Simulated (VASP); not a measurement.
Runs of VASP 6.6.1 on AlCo (CsCl type). The structure is that of space group Pm-3m (No. 221), or close to it. The cells are those of the table. 

```csv
task,cell,k mesh for the DOS,occupations for the DOS,gap on the mesh (eV),pressure (GPa)
single point,"a = 2.337 Å, 2 atoms",-,-,none,(b)
single point,"a = 2.733 Å, 2 atoms",-,-,none,(a)
single point,"a = 2.557 Å, 2 atoms",-,-,none,117.9
single point,"a = 2.794 Å, 2 atoms",-,-,none,12.6
single point,"a = 2.852 Å, 2 atoms",-,-,none,0.0
single point,"a = 2.458 Å, 2 atoms",-,-,none,205.4
```

Alike in all rows: level PBE; potentials or basis VASP PAW PBE potentials, release 64 (Co, Al); no spin polarisation; k mesh 14 × 14 × 14; cutoff (eV) 520; smearing fermi-dirac 0.08 eV.

Q: Estimate the missing entries.

A: (a) 29.9; (b) 378.5.

A gap of «none» marks levels without a gap at the run's occupations.
